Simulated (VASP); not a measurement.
# Hf (Im-3m) in VASP: notebook, part 2 of 2

VASP 6.6.1. Earlier steps stand in the parts before.

### Step 5. Electric field gradients, PBEsol (volume scaled by 0.99)

INCAR

```
PREC = Accurate
ENCUT = 520
EDIFF = 1E-8
ISMEAR = -1
SIGMA = 0.05
LREAL = F
LASPH = T
NELM = 60
ALGO = Normal
ISIF = 2
LWAVE = F
LCHARG = F
GGA = PS
LEFG = T
NBANDS = 11
```

KPOINTS

```
regular mesh
0
Gamma
  14 14 14
```

POSCAR

```
Hf
1.0
   -1.7989631656      1.7989631656      1.7989631656
    1.7989631656     -1.7989631656      1.7989631656
    1.7989631656      1.7989631656     -1.7989631656
Hf
1
Direct
    0.0000000000      0.0000000000      0.0000000000
```

Potentials or basis: VASP PAW PBE potentials, release 64 (Hf_pv).

Run with:

```console
$ cat potpaw_PBE.64/Hf_pv/POTCAR > POTCAR
$ mpirun -np 1 vasp_std > vasp.out
```

OUTCAR:

```text
PREC = Accurate
   ENCUT = 520
   EDIFF = 1E-8
   ISMEAR = -1
   LREAL = F
   LASPH = T
   NELM = 60
   ISIF = 2
   GGA = PS

 ion  position               nearest neighbor table
   1  0.000  0.000  0.000-

  LATTYP: Found a body centered cubic cell.
 ALAT       =     3.5979263312

  Lattice vectors:

 A1 = (  -1.7989631656,   1.7989631656,   1.7989631656)
 A2 = (   1.7989631656,  -1.7989631656,   1.7989631656)
 A3 = (   1.7989631656,   1.7989631656,  -1.7989631656)

Analysis of symmetry for initial positions (statically):
=====================================================================
 Subroutine PRICEL returns:
 Original cell was already a primitive cell.

 Routine SETGRP: Setting up the symmetry group for a
 body centered cubic supercell.

 Subroutine GETGRP returns: Found 48 space group operations
 (whereof 48 operations were pure point group operations)
 out of a pool of 48 trial point group operations.

The static configuration has the point symmetry O_h .

Analysis of symmetry for dynamics (positions and initial velocities):
=====================================================================
 Subroutine PRICEL returns:
 Original cell was already a primitive cell.

 Routine SETGRP: Setting up the symmetry group for a
 body centered cubic supercell.

 Subroutine GETGRP returns: Found 48 space group operations
 (whereof 48 operations were pure point group operations)
 out of a pool of 48 trial point group operations.

The dynamic configuration has the point symmetry O_h .

 Subroutine INISYM returns: Found 48 space group operations
[... 148 lines left out ...]

 k-point     1 :       0.0000    0.0000    0.0000
  band No.  band energies     occupation
      1     -25.7879      2.00000
      2     -25.7879      2.00000
      3     -25.7879      2.00000
      4      -2.7589      2.00000
      5       5.6279      0.00000
      6       5.6279      0.00000
      7       5.6279      0.00000
      8       8.3066      0.00000
      9       8.3066      0.00000
     10      17.2478      0.00000
     11      17.2825      0.00000
[... 309 lines left out ...]
 k-point    24 :       0.3571    0.2857    0.0000
  band No.  band energies     occupation
      1     -26.3380      2.00000
      2     -26.2281      2.00000
      3     -25.8773      2.00000
      4       2.5326      2.00000
      5       3.5598      1.99998
      6       3.8031      1.99775
      7       8.4249      0.00000
      8       8.8984      0.00000
      9      11.2325      0.00000
     10      13.6975      0.00000
     11      15.0791      0.00000

 [... further k-points ...]
[... 5 lines left out ...]
  --------------------------------------------------------------------------------------
  -------------------------------------------------------------------------------------
  Total       -1.2464837     -1.2464837     -1.2464837     -0.0000000     -0.0000000     -0.0000000
  in kB      -85.7571604    -85.7571604    -85.7571604     -0.0000000     -0.0000000     -0.0000000
  external PRESSURE =     -85.7571604 kB  Pullay stress =       0.0000000 kB

 VOLUME and BASIS-vectors are now :
 -----------------------------------------------------------------------------
  energy-cutoff  :      520.00
  volume of cell :       23.29
      direct lattice vectors                 reciprocal lattice vectors
    -1.798963166  1.798963166  1.798963166     0.000000000  0.277937875  0.277937875
     1.798963166 -1.798963166  1.798963166     0.277937875  0.000000000  0.277937875
     1.798963166  1.798963166 -1.798963166     0.277937875  0.277937875  0.000000000

 POSITION                                       TOTAL-FORCE (eV/Angst)
 -----------------------------------------------------------------------------------
      0.00000      0.00000      0.00000         0.000000      0.000000     -0.000000
 -----------------------------------------------------------------------------------
    total drift:                               -0.000000      0.000000     -0.000000

  FREE ENERGIE OF THE ION-ELECTRON SYSTEM (eV)
  ---------------------------------------------------
  free  energy   TOTEN  =       -10.2827820430 eV

  energy  without entropy=      -10.2648141799  energy(sigma->0) =      -10.27379811

 Electric field gradients (V/A^2)
---------------------------------------------------------------------
 ion       V_xx      V_yy      V_zz      V_xy      V_xz      V_yz
---------------------------------------------------------------------
   1      -0.000     0.000     0.000    -0.000    -0.000    -0.000
---------------------------------------------------------------------

 Electric field gradients after diagonalization (V/A^2)
 (convention: |V_zz| > |V_xx| > |V_yy|)
----------------------------------------------------------------------
 ion       V_xx      V_yy      V_zz     asymmetry (V_yy - V_xx)/ V_zz
----------------------------------------------------------------------
   1       0.000     0.000    -0.001       0.000
----------------------------------------------------------------------

           NMR quadrupolar parameters

 Cq : quadrupolar parameter    Cq=e*Q*V_zz/h
 eta: asymmetry parameters     (V_yy - V_xx)/ V_zz
 Q  : nuclear electric quadrupole moment in mb (millibarn)
----------------------------------------------------------------------
 ion       Cq(MHz)       eta       Q (mb)
----------------------------------------------------------------------
   1      -0.000       0.000       1.000
----------------------------------------------------------------------
```

stdout:

```text
POSCAR found type information on POSCAR Hf
 POSCAR found :  1 types and       1 ions
 scaLAPACK will be used
 -----------------------------------------------------------------------------
|                                                                             |
|                                                                             |
|     You enforced a specific xc type in the INCAR file but a different       |
|     I HOPE YOU KNOW WHAT YOU ARE DOING!                                     |
|                                                                             |
 -----------------------------------------------------------------------------

 LDA part: xc-table for (Slater+PW92), standard interpolation
 POSCAR, INCAR and KPOINTS ok, starting setup
 FFT: planning ... GRIDC
 FFT: planning ... GRID_SOFT
 FFT: planning ... GRID
 WAVECAR not read
 entering main loop
ion   1
```

It took 15 s on 1 thread of Intel Xeon Platinum 8488C (Sapphire Rapids), shared host; peak memory 0.15 GiB.

What came out:

```
Free energy            : -10.2828 eV
Pressure               : -8.6 GPa
Band gap on the k mesh : zero (band 5 reaches 5.63 eV, above the bottom of band 6 at 3.43 eV)
```

Caveat: without QUAD_EFG the Cq values of the log hold for a quadrupole moment of 1 mb, not for the nuclei; the PAW data sets were made with another functional, which shifts forces and pressure a little; spin-orbit coupling is left out, which moves the levels of the heavy elements.

### Step 6. Overview

```csv
cell,gap on the mesh (eV),pressure (GPa)
"a = 3.126 Å, angles 109.5°, 1 atom",none,-9.3
"a = 3.105 Å, angles 109.5°, 1 atom",none,-7.8
"a = 3.116 Å, angles 109.5°, 1 atom",none,-8.6
```

Alike in all rows: task electric field gradients; level PBEsol; potentials or basis VASP PAW PBE potentials, release 64 (Hf_pv); no spin polarisation; k mesh 14 × 14 × 14; cutoff (eV) 520; smearing fermi-dirac 0.05 eV.

Caveats: the PAW data sets were made with another functional, which shifts forces and pressure a little; spin-orbit coupling is left out, which moves the levels of the heavy elements.

Absolute energies hang on the potentials; compare differences alone.
